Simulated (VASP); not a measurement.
# Ba (I4/mmm) in VASP: relaxation of cell and atoms with PBE

Aim: the relaxation of cell and atoms of Ba with PBE.

Program: VASP 6.6.1. These are calculated values, not measurements. Logs are shortened: lines on timing, memory, paths and dates and some standing lists are left out, and cuts for length are marked.

## Step 1: The cell of the first run

It takes space group I4/mmm (No. 139, tetragonal). The conventional cell has a = 4.144 Å, b = 4.144 Å, c = 3.875 Å, α = 90.00°, β = 90.00°, γ = 90.00°. Ba (site symmetry 4/mmm) has 14 Ba at 3.51 to 4.14 Å within 4.6 Å.

## Step 2: Relaxation of cell and atoms, PBE

Contents of INCAR:

```
SYSTEM = Ba
PREC = Accurate ; ENCUT = 600
EDIFF = 1E-6 ; ISMEAR = 0
SIGMA = 0.1 ; LREAL = .FALSE.
LASPH = .TRUE. ; NELM = 80
ALGO = Normal ; ISIF = 3
LWAVE = .FALSE. ; LCHARG = .FALSE.
GGA = PE ; IBRION = 2
NSW = 80 ; EDIFFG = -0.05
```

Contents of KPOINTS:

```
regular mesh
0
G
  8 8 8
  0 0 0
```

Contents of POSCAR:

```
Ba
1.0
   -2.0720373834      2.0720373834      1.9372622525
    2.0720373834     -2.0720373834      1.9372622525
    2.0720373834      2.0720373834     -1.9372622525
Ba
1
Direct
    0.0000000000      0.0000000000      0.0000000000
```

Potentials or basis: VASP PAW PBE potentials, release 64 (Ba_sv).

On the command line:

```
cat potpaw_PBE.64/Ba_sv/POTCAR > POTCAR
mpirun -np 1 vasp_std > vasp.out
```

OUTCAR:

```text
SYSTEM = Ba
   PREC = Accurate
   ENCUT = 600
   EDIFF = 1E-6
   ISMEAR = 0
   LREAL = .FALSE.
   LASPH = .TRUE.
   NELM = 80
   ISIF = 3
   GGA = PE
   IBRION = 2
   NSW = 80
   EDIFFG = -0.05

 ion  position               nearest neighbor table
   1  0.000  0.000  0.000-

  LATTYP: Found a body centered tetragonal cell.
 ALAT       =     4.1440747668
 C/A-ratio  =     0.9349552610

  Lattice vectors:

 A1 = (  -2.0720373834,   2.0720373834,   1.9372622525)
 A2 = (   2.0720373834,  -2.0720373834,   1.9372622525)
 A3 = (   2.0720373834,   2.0720373834,  -1.9372622525)

Analysis of symmetry for initial positions (statically):
=====================================================================
 Subroutine PRICEL returns:
 Original cell was already a primitive cell.

 Routine SETGRP: Setting up the symmetry group for a
 body centered tetragonal supercell.

 Subroutine GETGRP returns: Found 16 space group operations
 (whereof 16 operations were pure point group operations)
 out of a pool of 16 trial point group operations.

The static configuration has the point symmetry D_4h.

Analysis of symmetry for dynamics (positions and initial velocities):
=====================================================================
 Subroutine PRICEL returns:
 Original cell was already a primitive cell.

 Routine SETGRP: Setting up the symmetry group for a
 body centered tetragonal supercell.

 Subroutine GETGRP returns: Found 16 space group operations
 (whereof 16 operations were pure point group operations)
 out of a pool of 16 trial point group operations.

The dynamic configuration has the point symmetry D_4h.

 Subroutine INISYM returns: Found 16 space group operations
 (whereof 16 operations are pure point group operations),
 and found     1 'primitive' translations

----------------------------------------------------------------------------------------

                                     Primitive cell

  volume of cell :      33.2693

  direct lattice vectors                    reciprocal lattice vectors
    -2.072037383  2.072037383  1.937262253     0.000000000  0.241308388  0.258096187
     2.072037383 -2.072037383  1.937262253     0.241308388  0.000000000  0.258096187
     2.072037383  2.072037383 -1.937262253     0.241308388  0.241308388  0.000000000

  length of vectors
     3.512785628  3.512785628  3.512785628     0.353331826  0.353331826  0.341261594

  position of ions in fractional coordinates (direct lattice)
     0.000000000  0.000000000  0.000000000

  ion indices of the primitive-cell ions
   primitive index   ion index
                 1           1

----------------------------------------------------------------------------------------

 KPOINTS: regular mesh

Automatic generation of k-mesh.
 Grid dimensions read from file:
 generate k-points for:    8    8    8

 Generating k-lattice:

  Cartesian coordinates                     Fractional coordinates (reciprocal lattice)
     0.000000000  0.030163548  0.032262023     0.125000000  0.000000000  0.000000000
     0.030163548  0.000000000  0.032262023     0.000000000  0.125000000  0.000000000
     0.030163548  0.030163548  0.000000000     0.000000000  0.000000000  0.125000000

  Length of vectors
     0.044166478  0.044166478  0.042657699

  Shift w.r.t. Gamma in fractional coordinates (k-lattice)
     0.000000000  0.000000000  0.000000000

 Subroutine IBZKPT returns following result:
 ===========================================

 Found     59 irreducible k-points:

 Following reciprocal coordinates:
            Coordinates               Weight
  0.000000  0.000000  0.000000      1.000000
  0.125000 -0.000000  0.000000      8.000000
  0.250000 -0.000000  0.000000      8.000000
  0.375000  0.000000  0.000000      8.000000
  0.500000 -0.000000  0.000000      4.000000
  0.125000  0.125000  0.000000      8.000000
[... 16 lines left out ...]
  0.250000  0.125000  0.125000     16.000000
  0.375000  0.125000  0.125000      8.000000
 [... further k-points ...]
   k-points           NKPTS =     59   k-points in BZ     NKDIM =     59   number of bands    NBANDS=      9
   number of dos      NEDOS =    301   number of ions     NIONS =      1
   total plane-waves  NPLWV =  21952
   dimension x,y,z NGX =    28 NGY =   28 NGZ =   28
   dimension x,y,z NGXF=    56 NGYF=   56 NGZF=   56
   ions per type =               1
   NGX,Y,Z   is equivalent  to a cutoff of  13.25, 13.25, 13.25 a.u.
   NGXF,Y,Z  is equivalent  to a cutoff of  26.50, 26.50, 26.50 a.u.
 SYSTEM =  Ba
   PREC   = accura    normal or accurate (medium, high low for compatibility)
   ISTART =      0    job   : 0-new  1-cont  2-samecut
   ICHARG =      2    charge: 1-file 2-atom 10-const
   ISPIN  =      1    spin polarized calculation?
   LNONCOLLINEAR =      F non collinear calculations
   LSORBIT =      F    spin-orbit coupling
   LASPH  =      T    aspherical Exc in radial PAW
   ENCUT  =  600.0 eV  44.10 Ry    6.64 a.u.   7.02  7.02  7.02*2*pi/ulx,y,z
   NELM   =     80;   NELMIN=  2; NELMDL= -5     # of ELM steps
   EDIFF  = 0.1E-05   stopping-criterion for ELM
   LREAL  =      F    real-space projection
   EDIFFG = -.5E-01   stopping-criterion for IOM
   NSW    =     80    number of steps for IOM
   IBRION =      2    ionic relax: 0-MD 1-quasi-New 2-CG
   NFREE  =      1    steps in history (QN), initial steepest desc. (CG)
   ISIF   =      3    stress and relaxation
   ISYM   =      2    0-nonsym 1-usesym 2-fastsym
   POTIM  = 0.5000    time-step for ionic-motion
   TEBEG  =    0.0;   TEEND  =   0.0 temperature during run
   PSTRESS=    0.0 pullay stress
   NELECT =      10.0000    total number of electrons
   NUPDOWN=      -1.0000    fix difference up-down
   EMIN   =  10.00;   EMAX   =-10.00  energy-range for DOS
   EFERMI =   0.00;   METHOD = LEGACY
   ISMEAR =     0;   SIGMA  =   0.10  broadening in eV -4-tet -1-fermi 0-gaus
   EFERMI_NEDOS =   21; number of points for ismear=-14 and -15
   IALGO  =     38    algorithm
   IMIX   =      4    mixing-type and parameters
     AMIX     =   0.40;   BMIX     =  1.00
     AMIX_MAG =   1.60;   BMIX_MAG =  1.00
  volume/ion in A,a.u.               =      33.27       224.51
  Fermi-wavevector in a.u.,A,eV,Ry     =   1.096630  2.072331 16.362344  1.202598
  Thomas-Fermi vector in A             =   2.232976
   LORBIT       =      0    0 simple, 1 ext, 2 COOP (PROOUT), +10 PAW based schemes
   GGA     = PE    functional components
   LHFCALC =     F    Hartree Fock is set to
   AEXX    =    0.0000 exact exchange contribution
   IVDW    =     0    specifies the selected vdW correction
   LEPSILON=     F    determine dielectric tensor
   LRPA    =     F    only Hartree local field effects (RPA)
 conjugate gradient relaxation of ions
 non-spin polarized calculation
 Gauss-broadening in eV      SIGMA  =   0.10
  energy-cutoff  :      600.00
  volume of cell :       33.27
 maximum number of plane-waves:      1132
   NGX = 15   NGY = 15   NGZ = 15

--------------------------------------- Ionic step        1  -------------------------------------------

 number of electron      10.0000000 magnetization

 number of electron       9.9999999 magnetization

 Free energy of the ion-electron system (eV)
  ---------------------------------------------------
  ext. energy  EPLUGINS =         0.00000000
  ---------------------------------------------------
  free energy    TOTEN  =        -1.01540206 eV

  energy without entropy =       -1.00749383  energy(sigma->0) =       -1.01144795

 E-fermi :   4.7116     XC(G=0):  -9.7859

 val. band max:        4.6844229132   @ k =   0.3750   0.3750   0.1250
 cond. band min:       4.7198744718   @ k =  -0.2500  -0.2500   0.2500
 fundamental gap:      0.0354515587
 Fermi energy:         4.7115861772

 k-point     1 :       0.0000    0.0000    0.0000
  band No.  band energies     occupation
      1     -24.0355      2.00000
      2      -7.7872      2.00000
      3      -7.7872      2.00000
      4      -7.7467      2.00000
      5       2.2377      2.00000
      6       6.4216      0.00000
      7       7.2295      0.00000
      8       7.2295      0.00000
      9       8.8291      0.00000
[... 265 lines left out ...]
 k-point    24 :       0.3750    0.1250    0.1250
  band No.  band energies     occupation
      1     -23.4723      2.00000
      2     -10.1545      2.00000
      3      -8.9440      2.00000
      4      -8.3715      2.00000
      5       4.2027      2.00000
      6       4.9244      0.00261
      7       8.2337      0.00000
      8      10.3214      0.00000
      9      11.5093      0.00000

 [... further k-points ...]

------------------------ aborting loop because EDIFF is reached ----------------------------------------

  FORCE on cell =-STRESS in cart. coord.  units (eV):
  Direction    XX          YY          ZZ          XY          YZ          ZX
  --------------------------------------------------------------------------------------
  -------------------------------------------------------------------------------------
  Total        2.9309565      2.9309565      3.0531621      0.0000000      0.0000000      0.0000000
  in kB      141.1485341    141.1485341    147.0336939      0.0000000      0.0000000      0.0000000
  external PRESSURE =     143.1102540 kB  Pullay stress =       0.0000000 kB
[... 195 lines left out ...]
  energy  without entropy=       -1.9072701939  energy(sigma->0) =       -1.90946836

--------------------------------------- Ionic step        7  -------------------------------------------

 number of electron       9.9999998 magnetization

 Free energy of the ion-electron system (eV)
  ---------------------------------------------------
  ext. energy  EPLUGINS =         0.00000000
  ---------------------------------------------------
  free energy    TOTEN  =        -1.91301729 eV

  energy without entropy =       -1.90859382  energy(sigma->0) =       -1.91080556

 E-fermi :   1.6028     XC(G=0):  -7.3870

 val. band max:        1.5615442973   @ k =  -0.3750  -0.3750   0.2500
 cond. band min:       1.7163116749   @ k =   0.2500   0.2500   0.1250
 fundamental gap:      0.1547673776
 Fermi energy:         1.6027933133

 k-point     1 :       0.0000    0.0000    0.0000
  band No.  band energies     occupation
      1     -27.2726      2.00000
      2     -12.2261      2.00000
      3     -12.2261      2.00000
      4     -12.2244      2.00000
      5      -1.1231      2.00000
      6       3.3339      0.00000
      7       3.5091      0.00000
      8       3.5091      0.00000
      9       4.7066      0.00000
[... 265 lines left out ...]
 k-point    24 :       0.3750    0.1250    0.1250
  band No.  band energies     occupation
      1     -27.2289      2.00000
      2     -12.6099      2.00000
      3     -12.4109      2.00000
      4     -12.2973      2.00000
      5       1.3057      1.99997
      6       2.1278      0.00000
      7       2.5651      0.00000
      8       5.1004      0.00000
      9       5.5010      0.00000

 [... further k-points ...]

------------------------ aborting loop because EDIFF is reached ----------------------------------------

  FORCE on cell =-STRESS in cart. coord.  units (eV):
  Direction    XX          YY          ZZ          XY          YZ          ZX
  --------------------------------------------------------------------------------------
  -------------------------------------------------------------------------------------
  Total       -0.0365462     -0.0365462      0.0300618      0.0000000     -0.0000000      0.0000000
  in kB       -0.9231023     -0.9231023      0.7593154      0.0000000     -0.0000000      0.0000000
  external PRESSURE =      -0.3622964 kB  Pullay stress =       0.0000000 kB
[... 16 lines left out ...]
  FREE ENERGIE OF THE ION-ELECTRON SYSTEM (eV)
  ---------------------------------------------------
  free  energy   TOTEN  =        -1.9130172947 eV

  energy  without entropy=       -1.9085938248  energy(sigma->0) =       -1.91080556

 reached required accuracy - stopping structural energy minimisation
```

Wall time 46 s (1 thread of AMD EPYC 9R45 (Zen 5), shared host); peak memory 0.15 GiB.

What came out:

```
Free energy                           : -1.9130 eV
Relaxed volume                        : 63.43 Å³/atom
Relaxed cell                          : a = 4.352 Å, b = 4.352 Å, c = 4.352 Å, α = 108.70°, β = 108.70°, γ = 111.03°
Space group after relaxing (to 0.1 Å) : I4/mmm (No. 139)
Energy gained by relaxing             : 897.6 meV/atom
Ionic steps                           : 7
Pressure after relaxing               : 0.0 GPa
Band gap on the k mesh                : zero (bands 5 and 6 overlap by 1.00 eV)
```

Stress tensor (GPa, compression positive):
```
-0.09  0.00  0.00
 0.00 -0.09  0.00
 0.00  0.00  0.08
```

Step by step:
| step | energy change (eV) | largest force (eV/Å) | pressure (GPa) | volume (Å³) |
| --- | --- | --- | --- | --- |
| 1 | 0.0000 | 0.0000 | 14.31 | 33.27 |
| 2 | -0.7826 | 0.0000 | 3.12 | 49.73 |
| 3 | -0.8882 | 0.0000 | 0.64 | 59.37 |
| 4 | -0.8955 | 0.0000 | 0.08 | 62.72 |
| 5 | -0.8956 | 0.0000 | -0.03 | 63.44 |
| 6 | -0.8963 | 0.0000 | -0.03 | 63.44 |
| 7 | -0.8976 | 0.0000 | -0.04 | 63.43 |

Final structure:
```xyz
1
Lattice="-2.5368 2.5368 2.4642 2.5368 -2.5368 2.4642 2.5368 2.5368 -2.4642" Properties=species:S:1:pos:R:3 pbc="T T T"
Ba    0.0000    0.0000    0.0000
```

Caveat: the volume moved by over 15 % at a fixed basis, so the end points are rough; spin-orbit coupling is left out, which moves the levels of the heavy elements.

The gap in the log of VASP goes by the Fermi energy; the results here count the filled bands.